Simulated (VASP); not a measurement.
A run of VASP 6.6.1 is set up as follows.

Contents of INCAR:

```
PREC     = Accurate       # precision mode
ENCUT    = 520            # plane-wave cutoff, eV
EDIFF    = 1E-6           # SCF threshold, eV
ISMEAR   = 0              # smearing method
SIGMA    = 0.05           # smearing width, eV
LREAL    = F              # projectors in reciprocal space
LASPH    = T              # aspherical terms in the spheres
NELM     = 60             # most SCF steps
ALGO     = Normal         # electronic algorithm
ISIF     = 2              # what is computed and relaxed
LWAVE    = F              # write WAVECAR
LCHARG   = F              # write CHGCAR
GGA      = PE             # functional
NBANDS   = 16             # bands
```

KPOINTS

```
regular mesh
0
Gamma
  9 9 6
```

File POSCAR:

```
MgO
1.0
    3.4816089875      0.0000000000      0.0000000000
   -1.7408044938      3.0151618292      0.0000000000
    0.0000000000      0.0000000000      4.0592079186
Mg O
2 2
Direct
    0.6666666667      0.3333333333      0.7500000000
    0.3333333333      0.6666666667      0.2500000000
    0.6666666667      0.3333333333      0.2500000000
    0.3333333333      0.6666666667      0.7500000000
```

Potentials or basis: VASP PAW PBE potentials, release 64 (Mg, O).

The run is started by

```bash
$ cat potpaw_PBE.64/Mg/POTCAR potpaw_PBE.64/O/POTCAR > POTCAR
$ mpirun -np 1 vasp_std > vasp.out
```

**Question.** What does it give for the pressure?

**Answer.** 9.3 GPa.

**Question.** What does it give for the band gap on the k mesh?

**Answer.** 3.63 eV, direct.

Stress tensor (GPa, compression positive):
```
 6.66  0.00  0.00
 0.00  6.66  0.00
 0.00  0.00 14.52
```
